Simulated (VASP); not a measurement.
Here is a VASP 6.6.1 calculation.

The input INCAR:

```
PREC = Accurate
ENCUT = 520
EDIFF = 1E-7
ISMEAR = 0
SIGMA = 0.1
LREAL = F
LASPH = T
NELM = 60
ALGO = Normal
ISIF = 2
LWAVE = F
LCHARG = F
GGA = PS
NBANDS = 22
```

KPOINTS

```
regular mesh
0
Gamma
  18 16 12
```

The input POSCAR:

```
SiNi
1.0
    3.0397103345      0.0000000000      0.0000000000
    0.0000000000      3.2831163682      0.0000000000
    0.0000000000      0.0000000000      4.7425560540
Si Ni
2 2
Direct
    0.5000000000      0.5000000000      0.8409101808
    0.0000000000      0.0000000000      0.1590898192
    0.5000000000      0.5000000000      0.3410683344
    0.0000000000      0.0000000000      0.6589316656
```

Potentials or basis: VASP PAW PBE potentials, release 64 (Si, Ni).

Command:

```console
$ cat potpaw_PBE.64/Si/POTCAR potpaw_PBE.64/Ni/POTCAR > POTCAR
$ mpirun -np 1 vasp_std > vasp.out
```

Q: What does it give for the band gap on the k mesh?

A: Zero (bands 14 and 15 overlap by 2.39 eV).

Q: What does it give for the pressure?

A: -7.6 GPa.

Forces in eV/Å, atoms in the order of the input:
```
Si   0.000  0.000  0.005
Si   0.000  0.000 -0.005
Ni   0.000  0.000  0.007
Ni   0.000  0.000 -0.007
```

Caveat: the cell differs from its parent crystal (equal strain along all axes, cell held: +1.5 %, then relaxed in part); the cell stands under tension; the PAW data sets were made with another functional, which shifts forces and pressure a little. Spin polarisation is off, so any magnetic state and its effect on volume and gap are missing.
